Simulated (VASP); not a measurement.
# TaAs (I4_1md) in VASP: notebook

The runs below take TaAs through single point, with LDA.

Program: VASP 6.6.1. These are calculated values, not measurements. Logs are shortened: lines on timing, memory, paths and dates and some standing lists are left out, and cuts for length are marked.

**1. The cell of the first run**

It takes space group I4_1md (No. 109, tetragonal). Conventional cell: a = 3.405 Å, b = 3.405 Å, c = 11.509 Å, α = 90.00°, β = 90.00°, γ = 90.00°. Ta (site symmetry 2mm) has 6 As at 2.58 to 2.59 Å and 8 Ta at 3.34 to 3.41 Å within 3.5 Å. Within 3.5 Å of As (site symmetry 2mm) lie 6 Ta at 2.58 to 2.59 Å and 8 As at 3.34 to 3.41 Å.

**2. Single point, LDA**

INCAR reads:

```
ALGO = Normal
EDIFF = 1E-6
ENCUT = 520
GGA = CA
ISIF = 2
ISMEAR = 0
ISYM = 0
LASPH = T
LCHARG = F
LREAL = F
LWAVE = F
NBANDS = 24
NELM = 80
PREC = Accurate
SIGMA = 0.1
```

KPOINTS reads:

```
k-points
0
Gamma
  10 10 6
```

POSCAR reads:

```
TaAs
1.0
    3.4052035106      0.0000000000      0.0000000000
    0.0000000000      3.4052035106      0.0000000000
    1.7026017553     -1.7026017553      5.7545423161
Ta As
2 2
Direct
    0.4996956040      1.0003043960      1.0006087920
    0.2496956040      0.7503043960      0.5006087920
    0.9177049760      0.5822950240      0.1645900480
    0.6677049760      0.3322950240      0.6645900480
```

Potentials or basis: VASP PAW LDA potentials, release 64 (Ta_pv, As).

Started as:

```
> cat potpaw_LDA.64/Ta_pv/POTCAR potpaw_LDA.64/As/POTCAR > POTCAR
> mpirun -np 1 vasp_std > vasp.out
```

OUTCAR:

```text
EDIFF = 1E-6
   ENCUT = 520
   GGA = CA
   ISIF = 2
   ISMEAR = 0
   ISYM = 0
   LASPH = T
   LREAL = F
   NELM = 80
   PREC = Accurate

 ion  position               nearest neighbor table
   1  0.500  0.000  0.001-   4 2.58   4 2.58   3 2.59   3 2.59   3 2.59   3 2.59   2 3.34   2 3.34
                             2 3.34   2 3.34
   2  0.250  0.750  0.501-   3 2.58   3 2.58   4 2.59   4 2.59   4 2.59   4 2.59   1 3.34   1 3.34
                             1 3.34   1 3.34
   3  0.918  0.582  0.165-   2 2.58   2 2.58   1 2.59   1 2.59   1 2.59   1 2.59
   4  0.668  0.332  0.665-   1 2.58   1 2.58   2 2.59   2 2.59   2 2.59   2 2.59

IMPORTANT INFORMATION: All symmetrisations will be switched off!
NOSYMM: (Re-)initialisation of all symmetry stuff for point group C_1.

----------------------------------------------------------------------------------------

                                     Primitive cell

  volume of cell :      66.7263

  direct lattice vectors                    reciprocal lattice vectors
     3.405203511  0.000000000  0.000000000     0.293668204  0.000000000 -0.086887883
     0.000000000  3.405203511  0.000000000     0.000000000  0.293668204  0.086887883
     1.702601755 -1.702601755  5.754542316     0.000000000  0.000000000  0.173775766

  length of vectors
     3.405203511  3.405203511  6.237985471     0.306252377  0.306252377  0.173775766

  position of ions in fractional coordinates (direct lattice)
     0.499695604  0.000304396  0.000608792
     0.249695604  0.750304396  0.500608792
     0.917704976  0.582295024  0.164590048
     0.667704976  0.332295024  0.664590048

  ion indices of the primitive-cell ions
   primitive index   ion index
                 1           1
                 2           2
                 3           3
                 4           4

----------------------------------------------------------------------------------------

 KPOINTS: k-points

Automatic generation of k-mesh.
 Grid dimensions read from file:
 generate k-points for:   10   10    6

 Generating k-lattice:

  Cartesian coordinates                     Fractional coordinates (reciprocal lattice)
     0.029366820  0.000000000 -0.008688788     0.100000000  0.000000000  0.000000000
     0.000000000  0.029366820  0.008688788     0.000000000  0.100000000  0.000000000
     0.000000000  0.000000000  0.028962628     0.000000000  0.000000000  0.166666667

  Length of vectors
[... 71 lines left out ...]
   ISPIN  =      1    spin polarized calculation?
   LNONCOLLINEAR =      F non collinear calculations
   LSORBIT =      F    spin-orbit coupling
   LASPH  =      T    aspherical Exc in radial PAW
   ENCUT  =  520.0 eV  38.22 Ry    6.18 a.u.   6.33  6.33 11.60*2*pi/ulx,y,z
   NELM   =     80;   NELMIN=  2; NELMDL= -5     # of ELM steps
   EDIFF  = 0.1E-05   stopping-criterion for ELM
   LREAL  =      F    real-space projection
   EDIFFG = 0.1E-04   stopping-criterion for IOM
   NSW    =      0    number of steps for IOM
   IBRION =     -1    ionic relax: 0-MD 1-quasi-New 2-CG
   NFREE  =      0    steps in history (QN), initial steepest desc. (CG)
   ISIF   =      2    stress and relaxation
   ISYM   =      0    0-nonsym 1-usesym 2-fastsym
   POTIM  = 0.5000    time-step for ionic-motion
   TEBEG  =    0.0;   TEEND  =   0.0 temperature during run
   PSTRESS=    0.0 pullay stress
   NELECT =      32.0000    total number of electrons
   NUPDOWN=      -1.0000    fix difference up-down
   EMIN   =  10.00;   EMAX   =-10.00  energy-range for DOS
   EFERMI =   0.00;   METHOD = LEGACY
   ISMEAR =     0;   SIGMA  =   0.10  broadening in eV -4-tet -1-fermi 0-gaus
   EFERMI_NEDOS =   21; number of points for ismear=-14 and -15
   IALGO  =     38    algorithm
   IMIX   =      4    mixing-type and parameters
     AMIX     =   0.40;   BMIX     =  1.00
     AMIX_MAG =   1.60;   BMIX_MAG =  1.00
  volume/ion in A,a.u.               =      16.68       112.57
  Fermi-wavevector in a.u.,A,eV,Ry     =   1.281423  2.421538 22.341377  1.642045
  Thomas-Fermi vector in A             =   2.413794
   LORBIT       =      0    0 simple, 1 ext, 2 COOP (PROOUT), +10 PAW based schemes
   GGA     = CA    functional components
   LHFCALC =     F    Hartree Fock is set to
   AEXX    =    0.0000 exact exchange contribution
   IVDW    =     0    specifies the selected vdW correction
   LEPSILON=     F    determine dielectric tensor
   LRPA    =     F    only Hartree local field effects (RPA)
 non-spin polarized calculation
 Gauss-broadening in eV      SIGMA  =   0.10
  energy-cutoff  :      520.00
  volume of cell :       66.73
 maximum number of plane-waves:      1820
 NGX is ok and might be reduce to    28

 number of electron      32.0000001 magnetization

 Free energy of the ion-electron system (eV)
  ---------------------------------------------------
  ext. energy  EPLUGINS =         0.00000000
  ---------------------------------------------------
  free energy    TOTEN  =       -38.94950992 eV

  energy without entropy =      -38.94672462  energy(sigma->0) =      -38.94811727

 E-fermi :   7.3328     XC(G=0): -12.2602

 val. band max:        7.3187157464   @ k =   0.0000   0.4000   0.5000
 cond. band min:       7.3521149095   @ k =   0.0000   0.5000   0.1667
 fundamental gap:      0.0333991631
 Fermi energy:         7.3327937461

 k-point     1 :       0.0000    0.0000    0.0000
  band No.  band energies     occupation
      1     -27.3628      2.00000
      2     -27.2963      2.00000
      3     -27.2959      2.00000
      4     -27.1287      2.00000
      5     -27.1283      2.00000
      6     -27.0682      2.00000
[... 637 lines left out ...]
     23      12.3024      0.00000
     24      13.0399      0.00000

 [... further k-points ...]
[... 5 lines left out ...]
  --------------------------------------------------------------------------------------
  -------------------------------------------------------------------------------------
  Total        0.5151711      0.5166108      0.4685616      0.0001306      0.0012276     -0.0012287
  in kB       12.3698700     12.4044381     11.2507211      0.0031348      0.0294755     -0.0295024
  external PRESSURE =      12.0083431 kB  Pullay stress =       0.0000000 kB

 VOLUME and BASIS-vectors are now :
 -----------------------------------------------------------------------------
  energy-cutoff  :      520.00
  volume of cell :       66.73
      direct lattice vectors                 reciprocal lattice vectors
     3.405203511  0.000000000  0.000000000     0.293668204  0.000000000 -0.086887883
     0.000000000  3.405203511  0.000000000     0.000000000  0.293668204  0.086887883
     1.702601755 -1.702601755  5.754542316     0.000000000  0.000000000  0.173775766

 POSITION                                       TOTAL-FORCE (eV/Angst)
 -----------------------------------------------------------------------------------
      1.70260     -0.00000      0.00350        -0.000281     -0.000662      0.011066
      1.70260      1.70260      2.88077         0.000661      0.000284      0.010812
      3.40520      1.70260      0.94714        -0.000315      0.000064     -0.010589
      3.40520     -0.00000      3.82441        -0.000065      0.000314     -0.011290
 -----------------------------------------------------------------------------------
    total drift:                                0.000078     -0.000079      0.000271

  FREE ENERGIE OF THE ION-ELECTRON SYSTEM (eV)
  ---------------------------------------------------
  free  energy   TOTEN  =       -38.9495099208 eV

  energy  without entropy=      -38.9467246212  energy(sigma->0) =      -38.94811727
```

It took 2.5 min on 1 thread of Intel Xeon 6975P-C (Granite Rapids), shared host; peak memory 0.5 GiB.

Results:

- Free energy: -38.9495 eV
- Pressure: 1.2 GPa
- Largest force: 0.011 eV/Å
- Band gap on the k mesh: 0.03 eV (least direct gap 0.04 eV)

Forces on the atoms (eV/Å):
```
Ta   0.000 -0.001  0.011
Ta   0.001  0.000  0.011
As   0.000  0.000 -0.011
As   0.000  0.000 -0.011
```

Caveat: spin-orbit coupling is left out, which moves the levels of the heavy elements.

**3. Single point, LDA**

This run uses another cell than the first one, of the same volume but with other edges.

INCAR reads:

```
ALGO = Normal ; EDIFF = 1E-6
ENCUT = 520 ; GGA = CA
ISIF = 2 ; ISMEAR = 0
LASPH = True ; LCHARG = False
LREAL = False ; LWAVE = False
NBANDS = 24 ; NELM = 80
PREC = Accurate ; SIGMA = 0.1
```

KPOINTS reads:

```
k-points
0
Gamma
  18 18 18
```

POSCAR reads:

```
TaAs
1.0
   -1.7026017553      1.7026017553      5.7545423161
    1.7026017553     -1.7026017553      5.7545423161
    1.7026017553      1.7026017553     -5.7545423161
Ta As
2 2
Direct
    0.5003043960      1.0003043960      0.5000000000
    0.7503043960      0.7503043960      0.0000000000
    0.0822950240      0.5822950240      0.5000000000
    0.3322950240      0.3322950240      0.0000000000
```

Potentials or basis: VASP PAW LDA potentials, release 64 (Ta_pv, As).

Started as:

```
> cat potpaw_LDA.64/Ta_pv/POTCAR potpaw_LDA.64/As/POTCAR > POTCAR
> mpirun -np 1 vasp_std > vasp.out
```

Wall time 11 min (1 thread of Intel Xeon 6975P-C (Granite Rapids), shared host); peak memory 0.8 GiB.

The run converged. Its results:

| Item | Value |
| --- | --- |
| Free energy | -38.9553 eV |
| Pressure | 1.2 GPa |
| Largest force | 0.008 eV/Å |
| Band gap on the k mesh | zero (bands 16 and 17 overlap by 0.06 eV) |

Forces in eV/Å, atoms in the order of the input:
```
Ta   0.000  0.000  0.008
Ta   0.000  0.000  0.008
As   0.000  0.000 -0.008
As   0.000  0.000 -0.008
```

Stress tensor (GPa, compression positive):
```
1.23 0.00 0.00
0.00 1.23 0.00
0.00 0.00 1.03
```

Levels at points of the mesh, in eV from the Fermi level:
```tsv
k point	band 13	band 14	band 15	band 16	band 17	band 18	band 19	band 20
(0.00, 0.00, 0.00)	-2.44	-2.01	-1.64	-1.64	0.92	1.64	2.50	3.26
(0.50, 0.00, 0.00)	-2.53	-2.28	-1.63	-0.20	0.12	1.45	2.39	2.56
(0.50, 0.50, 0.00)	-3.20	-3.20	-1.08	-1.08	2.92	2.92	3.23	3.23
(0.50, 0.50, 0.50)	-2.93	-2.93	-0.85	-0.85	1.26	1.26	2.42	2.42
```

Caveat: spin-orbit coupling is left out, which moves the levels of the heavy elements.
